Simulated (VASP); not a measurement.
# SiC (P6_3mc) in VASP: further runs

Aim: see how the results for SiC move with the level of theory and the settings. Levels: PBE0, r2SCAN0, PBE, revPBE+D4. Tasks: single point.

Everything below comes from runs of VASP 6.6.1. Logs are shortened: lines on timing, memory, paths and dates and some standing lists are left out, and cuts for length are marked.

## 1. The cell of the first run

It takes space group P6_3mc (No. 186, hexagonal). Conventional cell: a = 3.076 Å, b = 3.076 Å, c = 5.048 Å, α = 90.00°, β = 90.00°, γ = 120.00°. Si (site symmetry 3m) has 4 C at 1.87 to 1.94 Å within 2.5 Å. Within 2.5 Å of C (site symmetry 3m) lie 4 Si at 1.87 to 1.94 Å.

## 2. Single point, PBE0

File POSCAR:

```
SiC
1.0
    3.0760000000      0.0000000000      0.0000000000
   -1.5380000000      2.6638941420      0.0000000000
    0.0000000000      0.0000000000      5.0480000000
Si C
2 2
Direct
    0.6666666667      0.3333333333      0.5000000000
    0.3333333333      0.6666666667      0.0000000000
    0.6666666667      0.3333333333      0.8850000000
    0.3333333333      0.6666666667      0.3850000000
```

File INCAR.step1:

```
PREC     = Accurate       # precision mode
ENCUT    = 520            # plane-wave cutoff, eV
EDIFF    = 1E-5           # SCF threshold, eV
ISMEAR   = -1             # smearing method
SIGMA    = 0.05           # smearing width, eV
LREAL    = False          # projectors in reciprocal space
LASPH    = True           # aspherical terms in the spheres
NELM     = 80             # most SCF steps
ALGO     = Normal         # electronic algorithm
ISIF     = 2              # what is computed and relaxed
LWAVE    = True           # write WAVECAR
LCHARG   = False          # write CHGCAR
NBANDS   = 16             # bands
GGA      = PE             # functional
```

File INCAR.step2:

```
PREC     = Accurate       # precision mode
ENCUT    = 520            # plane-wave cutoff, eV
EDIFF    = 1E-6           # SCF threshold, eV
ISMEAR   = -1             # smearing method
SIGMA    = 0.05           # smearing width, eV
LREAL    = False          # projectors in reciprocal space
LASPH    = True           # aspherical terms in the spheres
NELM     = 80             # most SCF steps
ALGO     = Normal         # electronic algorithm
ISIF     = 2              # what is computed and relaxed
LWAVE    = False          # write WAVECAR
LCHARG   = False          # write CHGCAR
GGA      = PE             # functional
LHFCALC  = True           # exact exchange
AEXX     = 0.25           # exact-exchange fraction
PRECFOCK = Normal       
NBANDS   = 16             # bands
ISTART   = 1
```

File KPOINTS:

```
regular mesh
0
Gamma
  6 6 3
```

Potentials or basis: VASP PAW PBE potentials, release 64 (Si, C).

Run with:

```console
$ cat potpaw_PBE.64/Si/POTCAR potpaw_PBE.64/C/POTCAR > POTCAR
$ cp INCAR.step1 INCAR
$ mpirun -np 1 vasp_std > vasp.out
$ cp INCAR.step2 INCAR
$ mpirun -np 1 vasp_std > vasp.out
```

OUTCAR:

```text
PREC = Accurate
   ENCUT = 520
   EDIFF = 1E-6
   ISMEAR = -1
   LREAL = False
   LASPH = True
   NELM = 80
   ISIF = 2
   GGA = PE
   LHFCALC = True
   AEXX = 0.25
   PRECFOCK = Normal
   ISTART = 1

 ion  position               nearest neighbor table
   1  0.667  0.333  0.500-   4 1.87   4 1.87   4 1.87   3 1.94   2 3.09   2 3.09   2 3.09   2 3.09
                             2 3.09   2 3.09
   2  0.333  0.667  0.000-   3 1.87   3 1.87   3 1.87   4 1.94   1 3.09   1 3.09   1 3.09   1 3.09
                             1 3.09   1 3.09
   3  0.667  0.333  0.885-   2 1.87   2 1.87   2 1.87   1 1.94
   4  0.333  0.667  0.385-   1 1.87   1 1.87   1 1.87   2 1.94

  LATTYP: Found a hexagonal cell.
 ALAT       =     3.0760000000
 C/A-ratio  =     1.6410923277

  Lattice vectors:

 A1 = (   3.0760000000,   0.0000000000,   0.0000000000)
 A2 = (  -1.5380000000,   2.6638941420,   0.0000000000)
 A3 = (   0.0000000000,   0.0000000000,   5.0480000000)

Analysis of symmetry for initial positions (statically):
=====================================================================
 Subroutine PRICEL returns:
 Original cell was already a primitive cell.

 Routine SETGRP: Setting up the symmetry group for a
 hexagonal supercell.

 Subroutine GETGRP returns: Found 12 space group operations
 (whereof  6 operations were pure point group operations)
 out of a pool of 24 trial point group operations.

The static configuration has the point symmetry C_3v.
 The point group associated with its full space group is C_6v.

Analysis of symmetry for dynamics (positions and initial velocities):
=====================================================================
 Subroutine PRICEL returns:
 Original cell was already a primitive cell.

 Routine SETGRP: Setting up the symmetry group for a
 hexagonal supercell.

 Subroutine GETGRP returns: Found 12 space group operations
 (whereof  6 operations were pure point group operations)
 out of a pool of 24 trial point group operations.

The dynamic configuration has the point symmetry C_3v.
 The point group associated with its full space group is C_6v.

 Subroutine INISYM returns: Found 12 space group operations
 (whereof  6 operations are pure point group operations),
 and found     1 'primitive' translations

----------------------------------------------------------------------------------------

                                     Primitive cell

  volume of cell :      41.3640

  direct lattice vectors                    reciprocal lattice vectors
     3.076000000  0.000000000  0.000000000     0.325097529  0.187695146  0.000000000
    -1.538000000  2.663894142  0.000000000     0.000000000  0.375390292  0.000000000
     0.000000000  0.000000000  5.048000000     0.000000000  0.000000000  0.198098257

  length of vectors
     3.076000000  3.076000000  5.048000000     0.375390292  0.375390292  0.198098257

  position of ions in fractional coordinates (direct lattice)
     0.666666667  0.333333333  0.500000000
     0.333333333  0.666666667  0.000000000
     0.666666667  0.333333333  0.885000000
     0.333333333  0.666666667  0.385000000

  ion indices of the primitive-cell ions
   primitive index   ion index
                 1           1
                 2           2
                 3           3
                 4           4

----------------------------------------------------------------------------------------

 KPOINTS: regular mesh

Automatic generation of k-mesh.
 Grid dimensions read from file:
 generate k-points for:    6    6    3

 Generating k-lattice:

  Cartesian coordinates                     Fractional coordinates (reciprocal lattice)
     0.054182922  0.031282524  0.000000000     0.166666667  0.000000000  0.000000000
     0.000000000  0.062565049  0.000000000     0.000000000  0.166666667  0.000000000
     0.000000000  0.000000000  0.066032752     0.000000000  0.000000000  0.333333333

  Length of vectors
     0.062565049  0.062565049  0.066032752

  Shift w.r.t. Gamma in fractional coordinates (k-lattice)
     0.000000000  0.000000000  0.000000000

 Subroutine IBZKPT returns following result:
 ===========================================

 Found     14 irreducible k-points:

 Following reciprocal coordinates:
            Coordinates               Weight
  0.000000  0.000000  0.000000      1.000000
  0.166667 -0.000000  0.000000      6.000000
  0.333333  0.000000  0.000000      6.000000
  0.500000 -0.000000  0.000000      3.000000
  0.166667  0.166667  0.000000      6.000000
  0.333333  0.166667  0.000000     12.000000
  0.333333  0.333333  0.000000      2.000000
  0.000000  0.000000  0.333333      2.000000
  0.166667 -0.000000  0.333333     12.000000
  0.333333  0.000000  0.333333     12.000000
  0.500000 -0.000000  0.333333      6.000000
  0.166667  0.166667  0.333333     12.000000
  0.333333  0.166667  0.333333     24.000000
  0.333333  0.333333  0.333333      4.000000
   k-points           NKPTS =     14   k-points in BZ     NKDIM =    108   number of bands    NBANDS=     16
   number of dos      NEDOS =    301   number of ions     NIONS =      4
   total plane-waves  NPLWV =  23040
   dimension x,y,z NGX =    24 NGY =   24 NGZ =   40
   dimension x,y,z NGXF=    48 NGYF=   48 NGZF=   80
   ions per type =               2   2
   NGX,Y,Z   is equivalent  to a cutoff of  12.97, 12.97, 13.17 a.u.
   NGXF,Y,Z  is equivalent  to a cutoff of  25.94, 25.94, 26.35 a.u.
 SYSTEM =  unknown system
   PREC   = accura    normal or accurate (medium, high low for compatibility)
   ISTART =      1    job   : 0-new  1-cont  2-samecut
   ICHARG =      0    charge: 1-file 2-atom 10-const
   ISPIN  =      1    spin polarized calculation?
   LNONCOLLINEAR =      F non collinear calculations
   LSORBIT =      F    spin-orbit coupling
   LASPH  =      T    aspherical Exc in radial PAW
   ENCUT  =  520.0 eV  38.22 Ry    6.18 a.u.   5.72  5.72  9.39*2*pi/ulx,y,z
   NELM   =     80;   NELMIN=  2; NELMDL=  0     # of ELM steps
   EDIFF  = 0.1E-05   stopping-criterion for ELM
   LREAL  =      F    real-space projection
   EDIFFG = 0.1E-04   stopping-criterion for IOM
   NSW    =      0    number of steps for IOM
   IBRION =     -1    ionic relax: 0-MD 1-quasi-New 2-CG
   NFREE  =      0    steps in history (QN), initial steepest desc. (CG)
   ISIF   =      2    stress and relaxation
   ISYM   =      3    0-nonsym 1-usesym 2-fastsym
   POTIM  = 0.5000    time-step for ionic-motion
   TEBEG  =    0.0;   TEEND  =   0.0 temperature during run
   PSTRESS=    0.0 pullay stress
   NELECT =      16.0000    total number of electrons
   NUPDOWN=      -1.0000    fix difference up-down
   EMIN   =  10.00;   EMAX   =-10.00  energy-range for DOS
   EFERMI =   0.00;   METHOD = LEGACY
   ISMEAR =    -1;   SIGMA  =   0.05  broadening in eV -4-tet -1-fermi 0-gaus
   EFERMI_NEDOS =   21; number of points for ismear=-14 and -15
   IALGO  =     38    algorithm
   IMIX   =      1    mixing-type and parameters
     AMIX     =   0.40;   BMIX     =  1.00
     AMIX_MAG =   1.60;   BMIX_MAG =  1.00
  volume/ion in A,a.u.               =      10.34        69.78
  Fermi-wavevector in a.u.,A,eV,Ry     =   1.192817  2.254098 19.358549  1.422813
  Thomas-Fermi vector in A             =   2.328847
   LORBIT       =      0    0 simple, 1 ext, 2 COOP (PROOUT), +10 PAW based schemes
   GGA     = PE    functional components
   LHFCALC =     T    Hartree Fock is set to
   PRECFOCK=normal    Normal, Fast or Accurate (Low or Medium for compatibility)
   ENCUT4O =  -1.0   cutoff for four orbital integrals eV
   NKREDX  =     1    reduce k-point grid by
   NKREDY  =     1    reduce k-point grid by
   NKREDZ  =     1    reduce k-point grid by
   AEXX    =    0.2500 exact exchange contribution
   HFSCREEN=    0.0000 screening length (either q_TF or 0.3 A-1)
   HFSCREENC=   0.0000 screening length for correlation (either q_TF or 0.3 A-1)
   ENCUTFOCK=  -1.0 apply spherical cutoff to Coloumb kernel
   IVDW    =     0    specifies the selected vdW correction
   LEPSILON=     F    determine dielectric tensor
   LRPA    =     F    only Hartree local field effects (RPA)
 non-spin polarized calculation
  energy-cutoff  :      520.00
  volume of cell :       41.36
 maximum number of plane-waves:      1132
 NGX is ok and might be reduce to    24
  NGX = 18; NGY = 18; NGZ = 30

 number of electron      16.0000000 magnetization

 Free energy of the ion-electron system (eV)
  ---------------------------------------------------
  ext. energy  EPLUGINS =         0.00000000
  ---------------------------------------------------
  free energy    TOTEN  =       -36.91205097 eV

  energy without entropy =      -36.91205097  energy(sigma->0) =      -36.91205097

 E-fermi :   8.5170     XC(G=0):  -8.9428

 val. band max:        7.4584723801   @ k =   0.0000   0.0000   0.0000
 cond. band min:      11.3925477761   @ k =   0.3333   0.3333   0.0000
 fundamental gap:      3.9340753960
 Fermi energy:         8.5169674921

 k-point     1 :       0.0000    0.0000    0.0000
  band No.  band energies     occupation
      1      -9.9480      2.00000
      2      -6.1641      2.00000
      3      -2.1378      2.00000
      4       5.7131      2.00000
      5       5.7131      2.00000
      6       7.1370      2.00000
[... 8 lines left out ...]
     15      18.3002      0.00000
     16      21.2377      0.00000

 k-point     2 :       0.1667   -0.0000    0.0000
  band No.  band energies     occupation
      1      -9.4264      2.00000
      2      -5.7226      2.00000
      3      -1.6492      2.00000
      4       3.3697      2.00000
      5       4.9721      2.00000
      6       5.4195      2.00000
[... 8 lines left out ...]
     15      18.8135      0.00000
     16      19.3635      0.00000

 k-point     3 :       0.3333    0.0000    0.0000
  band No.  band energies     occupation
      1      -7.9351      2.00000
      2      -4.6680      2.00000
      3      -0.8247      2.00000
      4       0.4561      2.00000
      5       2.3165      2.00000
      6       3.9356      2.00000
[... 8 lines left out ...]
     15      20.4010      0.00000
     16      21.7717      0.00000
[... 172 lines left out ...]
 k-point    13 :       0.3333    0.1667    0.3333
  band No.  band energies     occupation
      1      -6.1291      2.00000
      2      -4.9686      2.00000
      3      -1.4060      2.00000
      4      -0.3103      2.00000
      5       2.1447      2.00000
      6       3.3917      2.00000
[... 8 lines left out ...]
     15      21.2935      0.00000
     16      21.6786      0.00000

 k-point    14 :       0.3333    0.3333    0.3333
  band No.  band energies     occupation
      1      -4.8414      2.00000
      2      -4.8414      2.00000
      3      -0.9843      2.00000
      4      -0.9843      2.00000
      5       0.3802      2.00000
      6       1.8206      2.00000
[... 8 lines left out ...]
     15      21.1607      0.00000
     16      21.6901      0.00000

------------------------ aborting loop because EDIFF is reached ----------------------------------------

  FORCE on cell =-STRESS in cart. coord.  units (eV):
  Direction    XX          YY          ZZ          XY          YZ          ZX
  --------------------------------------------------------------------------------------
  -------------------------------------------------------------------------------------
  Total        0.0030189      0.0030189     -1.2165273      0.0000000      0.0000000      0.0000000
  in kB        0.1169346      0.1169346    -47.1204915      0.0000000      0.0000000      0.0000000
  external PRESSURE =     -15.6288741 kB  Pullay stress =       0.0000000 kB

 VOLUME and BASIS-vectors are now :
 -----------------------------------------------------------------------------
  energy-cutoff  :      520.00
  volume of cell :       41.36
      direct lattice vectors                 reciprocal lattice vectors
     3.076000000  0.000000000  0.000000000     0.325097529  0.187695146  0.000000000
    -1.538000000  2.663894142  0.000000000     0.000000000  0.375390292  0.000000000
     0.000000000  0.000000000  5.048000000     0.000000000  0.000000000  0.198098257

 POSITION                                       TOTAL-FORCE (eV/Angst)
 -----------------------------------------------------------------------------------
      1.53800      0.88796      2.52400        -0.000000      0.000000      0.771890
     -0.00000      1.77593      0.00000        -0.000000     -0.000000      0.771890
      1.53800      0.88796      4.46748         0.000000      0.000000     -0.771890
     -0.00000      1.77593      1.94348        -0.000000      0.000000     -0.771890
 -----------------------------------------------------------------------------------
    total drift:                                0.000000      0.000000     -0.000187

  FREE ENERGIE OF THE ION-ELECTRON SYSTEM (eV)
  ---------------------------------------------------
  free  energy   TOTEN  =       -36.9120509706 eV

  energy  without entropy=      -36.9120509706  energy(sigma->0) =      -36.91205097
```

It took 8.9 min on 1 thread of Intel Xeon Platinum 8559C (Emerald Rapids), shared host; peak memory 0.16 GiB.

What came out:

```yaml
Free_energy: -36.9121 eV
Pressure: -1.6 GPa
Largest_force: 0.772 eV/Å
Band_gap_on_the_k_mesh: 3.93 eV (least direct gap 5.94 eV)
```

Forces in eV/Å, atoms in the order of the input:
```
Si   0.000  0.000  0.772
Si   0.000  0.000  0.772
C    0.000  0.000 -0.772
C    0.000  0.000 -0.772
```

Caveat: the PAW data sets were made with another functional, which shifts forces and pressure a little; an odd mesh through Γ misses points on the zone boundary, where band edges can lie.

## 3. Single point, r2SCAN0

POSCAR is that of step 2.

File INCAR.step1:

```
PREC = Accurate ; ENCUT = 520
EDIFF = 1E-5 ; ISMEAR = -1
SIGMA = 0.05 ; LREAL = False
LASPH = True ; NELM = 80
ALGO = Normal ; ISIF = 2
LWAVE = True ; LCHARG = False
GGA = PE ; NBANDS = 16
```

File INCAR.step2:

```
PREC = Accurate ; ENCUT = 520
EDIFF = 1E-6 ; ISMEAR = -1
SIGMA = 0.05 ; LREAL = False
LASPH = True ; NELM = 80
ALGO = Normal ; ISIF = 2
LWAVE = False ; LCHARG = False
METAGGA = R2SCAN ; LHFCALC = True
AEXX = 0.25 ; LMIXTAU = True
PRECFOCK = Normal ; ISTART = 1
NBANDS = 16
```

KPOINTS is that of step 2.

Potentials or basis: VASP PAW PBE potentials, release 64 (Si, C).

Run with:

```console
$ cat potpaw_PBE.64/Si/POTCAR potpaw_PBE.64/C/POTCAR > POTCAR
$ cp INCAR.step1 INCAR
$ mpirun -np 1 vasp_std > vasp.out
$ cp INCAR.step2 INCAR
$ mpirun -np 1 vasp_std > vasp.out
```

Run time: 11 min. Hardware: 1 thread of Intel Xeon Platinum 8559C (Emerald Rapids), shared host; peak memory 0.17 GiB.

Results (log left out):

- Free energy: -43.1971 eV
- Pressure: -3.5 GPa
- Largest force: 0.779 eV/Å
- Band gap on the k mesh: 4.16 eV (least direct gap 6.26 eV)

Forces on the atoms (eV/Å):
```
Si   0.000  0.000  0.779
Si   0.000  0.000  0.779
C    0.000  0.000 -0.779
C    0.000  0.000 -0.779
```

Stress tensor (GPa, compression positive):
```
-2.07  0.00  0.00
 0.00 -2.07  0.00
 0.00  0.00 -6.25
```

Levels at points of the mesh, in eV from the valence-band top:
```
           k point  band 5  band 6  band 7  band 8  band 9  band 10  band 11  band 12
(0.00, 0.00, 0.00)   -1.80   -0.34   -0.34    0.00    6.85     8.32     8.75     8.75
(0.50, 0.00, 0.00)   -6.11   -4.05   -3.58   -1.72    4.54     6.24     9.05     9.48
```

Caveat: the cell stands under tension; the PAW data sets were made with another functional, which shifts forces and pressure a little; an odd mesh through Γ misses points on the zone boundary, where band edges can lie.

## 4. Single point, PBE

File INCAR:

```
PREC = Accurate
ENCUT = 520
EDIFF = 1E-6
ISMEAR = -1
SIGMA = 0.05
LREAL = F
LASPH = T
NELM = 60
ALGO = Normal
ISIF = 2
LWAVE = F
LCHARG = F
GGA = PE
NBANDS = 16
```

File KPOINTS:

```
regular mesh
0
Gamma
  7 7 4
```

POSCAR is that of step 3.

Run with:

```console
$ cat potpaw_PBE.64/Si/POTCAR potpaw_PBE.64/C/POTCAR > POTCAR
$ mpirun -np 1 vasp_std > vasp.out
```

Wall time 14 s (1 thread of Intel Xeon 8259CL, shared host); peak memory 0.15 GiB.

Results (log left out):

* Free energy: -30.0646 eV
* Pressure: 3.6 GPa
* Largest force: 0.749 eV/Å
* Band gap on the k mesh: 2.63 eV (least direct gap 4.13 eV)

Forces in eV/Å, atoms in the order of the input:
```
Si   0.000  0.000  0.749
Si   0.000  0.000  0.749
C    0.000  0.000 -0.749
C    0.000  0.000 -0.749
```

Stress tensor (GPa, compression positive):
```
5.28 0.00 0.00
0.00 5.28 0.00
0.00 0.00 0.37
```

Levels at points of the mesh, in eV from the valence-band top:
```tsv
k point	band 5	band 6	band 7	band 8	band 9	band 10	band 11	band 12
(0.00, 0.00, 0.00)	-1.56	-0.28	-0.28	0.00	4.62	6.03	6.50	6.50
(0.00, 0.00, 0.50)	-0.97	-0.97	-0.97	-0.97	5.71	5.71	7.17	7.17
```

Caveat: the cell stands under pressure; an odd mesh through Γ misses points on the zone boundary, where band edges can lie.

(Part 1 of 2 ends here.)
